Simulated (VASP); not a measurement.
# Cu (I4/mmm) in VASP: notebook

Cu is run at these levels: LDA; tasks: elastic constants.

Program: VASP 6.6.1. These are calculated values, not measurements. Logs are shortened: lines on timing, memory, paths and dates and some standing lists are left out, and cuts for length are marked.

### Step 1. The cell of the first run

Symmetry: I4/mmm, No. 139, tetragonal system. Conventional cell: a = 2.843 Å, b = 2.843 Å, c = 2.678 Å, α = 90.00°, β = 90.00°, γ = 90.00°. Cu (site symmetry 4/mmm) has 14 Cu at 2.42 to 2.84 Å within 3.2 Å.

### Step 2. Elastic constants, LDA

The input, INCAR:

```
SYSTEM = Cu
ALGO     = Normal         ! electronic algorithm
EDIFF    = 1E-8           ! SCF threshold, eV
ENCUT    = 600            ! plane-wave cutoff, eV
IBRION   = 6              ! ionic algorithm
ISIF     = 3              ! what is computed and relaxed
ISMEAR   = -1             ! smearing method
LASPH    = .TRUE.         ! aspherical terms in the spheres
LCHARG   = .TRUE.         ! write CHGCAR
LREAL    = .FALSE.        ! projectors in reciprocal space
LWAVE    = .FALSE.        ! write WAVECAR
NBANDS   = 12             ! bands
NELM     = 80             ! most SCF steps
NFREE    = 2            
NSW      = 1              ! ionic steps
POTIM    = 0.015          ! step
PREC     = Accurate       ! precision mode
SIGMA    = 0.15           ! smearing width, eV
```

The input, KPOINTS:

```
k-points
0
G
  24 24 24
  0 0 0
```

The input, POSCAR:

```
Cu
1.0
   -1.4216756335      1.4216756335      1.3387864413
    1.4216756335     -1.4216756335      1.3387864413
    1.4216756335      1.4216756335     -1.3387864413
Cu
1
Direct
    0.0000000000      0.0000000000      0.0000000000
```

Potentials or basis: VASP PAW LDA potentials, release 64 (Cu).

Command:

```
cat potpaw_LDA.64/Cu/POTCAR > POTCAR
mpirun -np 1 vasp_std > vasp.out
```

OUTCAR:

```text
SYSTEM = Cu
   EDIFF = 1E-8
   ENCUT = 600
   IBRION = 6
   ISIF = 3
   ISMEAR = -1
   LASPH = .TRUE.
   LREAL = .FALSE.
   NELM = 80
   NFREE = 2
   NSW = 1
   POTIM = 0.015
   PREC = Accurate

 ion  position               nearest neighbor table
   1  0.000  0.000  0.000-

  LATTYP: Found a body centered tetragonal cell.
 ALAT       =     2.8433512670
 C/A-ratio  =     0.9416961294

  Lattice vectors:

 A1 = (  -1.4216756335,   1.4216756335,   1.3387864413)
 A2 = (   1.4216756335,  -1.4216756335,   1.3387864413)
 A3 = (   1.4216756335,   1.4216756335,  -1.3387864413)

Analysis of symmetry for initial positions (statically):
=====================================================================
 Subroutine PRICEL returns:
 Original cell was already a primitive cell.

 Routine SETGRP: Setting up the symmetry group for a
 body centered tetragonal supercell.

 Subroutine GETGRP returns: Found 16 space group operations
 (whereof 16 operations were pure point group operations)
 out of a pool of 16 trial point group operations.

The static configuration has the point symmetry D_4h.

Analysis of symmetry for dynamics (positions and initial velocities):
=====================================================================
 Subroutine PRICEL returns:
 Original cell was already a primitive cell.

 Routine SETGRP: Setting up the symmetry group for a
 body centered tetragonal supercell.

 Subroutine GETGRP returns: Found 16 space group operations
 (whereof 16 operations were pure point group operations)
 out of a pool of 16 trial point group operations.

The dynamic configuration has the point symmetry D_4h.

 Subroutine INISYM returns: Found 16 space group operations
 (whereof 16 operations are pure point group operations),
 and found     1 'primitive' translations

----------------------------------------------------------------------------------------

                                     Primitive cell

  volume of cell :      10.8236

  direct lattice vectors                    reciprocal lattice vectors
    -1.421675634  1.421675634  1.338786441     0.000000000  0.351697665  0.373472560
     1.421675634 -1.421675634  1.338786441     0.351697665  0.000000000  0.373472560
     1.421675634  1.421675634 -1.338786441     0.351697665  0.351697665  0.000000000

  length of vectors
     2.415506644  2.415506644  2.415506644     0.513003899  0.513003899  0.497375607

  position of ions in fractional coordinates (direct lattice)
     0.000000000  0.000000000  0.000000000

  ion indices of the primitive-cell ions
   primitive index   ion index
                 1           1

----------------------------------------------------------------------------------------

 KPOINTS: k-points

Automatic generation of k-mesh.
 Grid dimensions read from file:
 generate k-points for:   24   24   24

 Generating k-lattice:

  Cartesian coordinates                     Fractional coordinates (reciprocal lattice)
     0.000000000  0.014654069  0.015561357     0.041666667 -0.000000000  0.000000000
     0.014654069  0.000000000  0.015561357    -0.000000000  0.041666667  0.000000000
     0.014654069  0.014654069  0.000000000     0.000000000  0.000000000  0.041666667

[... 100 lines left out ...]
  ext. energy  EPLUGINS =         0.00000000
  ---------------------------------------------------
  free energy    TOTEN  =        -4.67795785 eV

  energy without entropy =       -4.65549515  energy(sigma->0) =       -4.66672650

------------------------ aborting loop because EDIFF is reached ----------------------------------------

  FORCE on cell =-STRESS in cart. coord.  units (eV):
  Direction    XX          YY          ZZ          XY          YZ          ZX
  --------------------------------------------------------------------------------------
  -------------------------------------------------------------------------------------
  Total        0.1964543      0.1964543      0.1998886      0.0000000      0.0000000      0.0000000
  in kB       29.0803621     29.0803621     29.5887272      0.0000000      0.0000000      0.0000000
  external PRESSURE =      29.2498172 kB  Pullay stress =       0.0000000 kB
[... 86 lines left out ...]
  FREE ENERGIE OF THE ION-ELECTRON SYSTEM (eV)
  ---------------------------------------------------
  free  energy   TOTEN  =        -4.6736088805 eV

  energy  without entropy=       -4.6514093935  energy(sigma->0) =       -4.66250914

[... ionic steps 4 to 14 ...]

--------------------------------------- Ionic step       15  -------------------------------------------

 number of electron      11.0000004 magnetization

------------------------ aborting loop because EDIFF is reached ----------------------------------------
[... 65 lines left out ...]
--------------------------------------- Ionic step       17  -------------------------------------------

 number of electron      10.9999997 magnetization

 Free energy of the ion-electron system (eV)
  ---------------------------------------------------
  ext. energy  EPLUGINS =         0.00000000
  ---------------------------------------------------
  free energy    TOTEN  =        -4.67795329 eV

  energy without entropy =       -4.65549055  energy(sigma->0) =       -4.66672192

 E-fermi :   8.4921     XC(G=0): -13.6219

 val. band max:        8.4740948794   @ k =  -0.0833  -0.4583   0.0833
 cond. band min:       8.4928129226   @ k =   0.5000   0.2500   0.1250
 fundamental gap:      0.0187180432
 Fermi energy:         8.4921123194

 k-point     1 :       0.0000    0.0000    0.0000
  band No.  band energies     occupation
      1      -1.5422      2.00000
      2       4.8674      2.00000
      3       5.1435      2.00000
      4       5.1435      2.00000
      5       6.0443      2.00000
      6       6.3399      2.00000
      7      33.8059      0.00000
      8      33.8059      0.00000
      9      35.4787      0.00000
     10      38.2578      0.00000
     11      38.4726      0.00000
     12      38.5276      0.00000
[... 331 lines left out ...]
 k-point    24 :       0.4583    0.0417    0.0000
  band No.  band energies     occupation
      1       2.9344      2.00000
      2       4.1320      2.00000
      3       6.1427      2.00000
      4       6.4100      2.00000
      5       6.8731      1.99996
      6       8.0647      1.89054
      7      13.6882      0.00000
      8      25.6198      0.00000
      9      26.3323      0.00000
     10      30.9817      0.00000
     11      34.2600      0.00000
     12      43.0172      0.00000

 [... further k-points ...]

------------------------ aborting loop because EDIFF is reached ----------------------------------------

  FORCE on cell =-STRESS in cart. coord.  units (eV):
  Direction    XX          YY          ZZ          XY          YZ          ZX
  --------------------------------------------------------------------------------------
  -------------------------------------------------------------------------------------
  Total        0.1966695      0.1966695      0.1999816      0.0000000      0.0000000      0.0000000
  in kB       29.1122135     29.1122135     29.6024968      0.0000000      0.0000000      0.0000000
  external PRESSURE =      29.2756413 kB  Pullay stress =       0.0000000 kB
[... 16 lines left out ...]
  FREE ENERGIE OF THE ION-ELECTRON SYSTEM (eV)
  ---------------------------------------------------
  free  energy   TOTEN  =        -4.6779532928 eV

  energy  without entropy=       -4.6554905489  energy(sigma->0) =       -4.66672192

 INTERNAL STRAIN TENSORS FROM STRAINED CELLS
 ============================================

 INTERNAL STRAIN TENSOR FOR ION    1 for displacements in x,y,z  (eV/Angst):
          X           Y           Z          XY          YZ          ZX
  --------------------------------------------------------------------------------
  x     0.00000    -0.00000    -0.00000     0.00000    -0.00000     0.00000
  y    -0.00000    -0.00000    -0.00000    -0.00000    -0.00000    -0.00000
  z    -0.00000    -0.00000    -0.00000     0.00000     0.00000    -0.00000

 INTERNAL STRAIN TENSORS FROM DISPLACED ATOMS
 ============================================

 INTERNAL STRAIN TENSOR FOR ION    1 for displacements in x,y,z  (eV/Angst):
          X           Y           Z          XY          YZ          ZX
  --------------------------------------------------------------------------------
  x     0.00000     0.00000     0.00000     0.00000     0.00000     0.00000
  y     0.00000     0.00000     0.00000     0.00000     0.00000     0.00000
  z     0.00000     0.00000     0.00000     0.00000     0.00000     0.00000

 Eigenvectors and eigenvalues of the dynamical matrix
 ----------------------------------------------------

   1 f/i=    0.000000 THz     0.000000 2PiTHz    0.000000 cm-1     0.000000 meV
             X         Y         Z           dx          dy          dz
      0.000000  0.000000  0.000000     1.000000    0.000000    0.000000

   2 f/i=    0.000000 THz     0.000000 2PiTHz    0.000000 cm-1     0.000000 meV
             X         Y         Z           dx          dy          dz
      0.000000  0.000000  0.000000     0.000000    1.000000    0.000000

   3 f/i=    0.000000 THz     0.000000 2PiTHz    0.000000 cm-1     0.000000 meV
             X         Y         Z           dx          dy          dz
      0.000000  0.000000  0.000000     0.000000    0.000000    1.000000

--------------------------------------------------------------------------------------------------------

 ELASTIC MODULI CONTR FROM IONIC RELAXATION (kBar)
 Direction    XX          YY          ZZ          XY          YZ          ZX
 --------------------------------------------------------------------------------
 XX           0.0000      0.0000      0.0000      0.0000      0.0000      0.0000
 YY           0.0000      0.0000      0.0000      0.0000      0.0000      0.0000
 ZZ           0.0000      0.0000      0.0000      0.0000      0.0000      0.0000
 XY           0.0000      0.0000      0.0000      0.0000      0.0000      0.0000
 YZ           0.0000      0.0000      0.0000      0.0000      0.0000      0.0000
 ZX           0.0000      0.0000      0.0000      0.0000      0.0000      0.0000
 --------------------------------------------------------------------------------

 TOTAL ELASTIC MODULI (kBar)
 Direction    XX          YY          ZZ          XY          YZ          ZX
 --------------------------------------------------------------------------------
 XX        1755.3935   2079.4560   1889.2205      0.0000     -0.0000      0.0000
 YY        2079.4560   1755.3935   1889.2205      0.0000     -0.0000      0.0000
 ZZ        1889.2205   1889.2205   2097.9832      0.0000     -0.0000      0.0000
 XY           0.0000      0.0000      0.0000   1377.8592      0.0000      0.0000
 YZ          -0.0000     -0.0000     -0.0000      0.0000   1170.6684      0.0000
 ZX           0.0000      0.0000      0.0000      0.0000      0.0000   1170.6685
 --------------------------------------------------------------------------------
```

It took 72 min on 1 thread of Oxide Virtual Turin-like, shared host; peak memory 0.98 GiB.

Results:

```yaml
Voigt_bulk_modulus: 192 GPa
```

Elastic tensor in Voigt notation (GPa, in the Cartesian axes of the cell as first typed):
```
176 208 189   0   0   0
208 176 189   0   0   0
189 189 210   0   0   0
  0   0   0 117   0   0
  0   0   0   0 117   0
  0   0   0   0   0 138
```

Clamped-ion elastic tensor (GPa):
```
176 208 189   0   0   0
208 176 189   0   0   0
189 189 210   0   0   0
  0   0   0 117   0   0
  0   0   0   0 117   0
  0   0   0   0   0 138
```

Caveat: the cell is under stress, which shifts elastic constants; the elastic tensor has a negative eigenvalue, so either the cell is unstable as it stands or the mesh is too thin.

### Step 3. Elastic constants, LDA

This run uses another cell than the first one, of 10.94 Å³/atom.

The input, INCAR:

```
PREC     = Accurate       # precision mode
ENCUT    = 600            # plane-wave cutoff, eV
EDIFF    = 1E-8           # SCF threshold, eV
ISMEAR   = -1             # smearing method
SIGMA    = 0.15           # smearing width, eV
LREAL    = F              # projectors in reciprocal space
LASPH    = T              # aspherical terms in the spheres
NELM     = 80             # most SCF steps
ALGO     = Normal         # electronic algorithm
ISIF     = 3              # what is computed and relaxed
LWAVE    = F              # write WAVECAR
LCHARG   = T              # write CHGCAR
NBANDS   = 12             # bands
IBRION   = 6              # ionic algorithm
NFREE    = 2            
POTIM    = 0.015          # step
NSW      = 1              # ionic steps
```

The input, KPOINTS:

```
regular mesh
0
Gamma
  24 24 24
```

The input, POSCAR:

```
Cu
1.0
   -1.4278343439      1.4278343439      1.3413077452
    1.4278343439     -1.4278343439      1.3413077452
    1.4278343439      1.4278343439     -1.3413077452
Cu
1
Direct
    0.0000000000      0.0000000000      0.0000000000
```

Potentials or basis: VASP PAW LDA potentials, release 64 (Cu).

Command:

```
cat potpaw_LDA.64/Cu/POTCAR > POTCAR
mpirun -np 1 vasp_std > vasp.out
```

It took 81 min on 1 thread of Oxide Virtual Turin-like, shared host; peak memory 0.98 GiB.

It converged, with:

```yaml
Voigt_bulk_modulus: 185 GPa
```

Elastic tensor in Voigt notation (GPa, in the Cartesian axes of the cell as first typed):
```
168 200 181   0   0   0
200 168 181   0   0   0
181 181 202   0   0   0
  0   0   0 112   0   0
  0   0   0   0 112   0
  0   0   0   0   0 133
```

Clamped-ion elastic tensor (GPa):
```
168 200 181   0   0   0
200 168 181   0   0   0
181 181 202   0   0   0
  0   0   0 112   0   0
  0   0   0   0 112   0
  0   0   0   0   0 133
```

Caveat: the elastic tensor has a negative eigenvalue, so either the cell is unstable as it stands or the mesh is too thin.
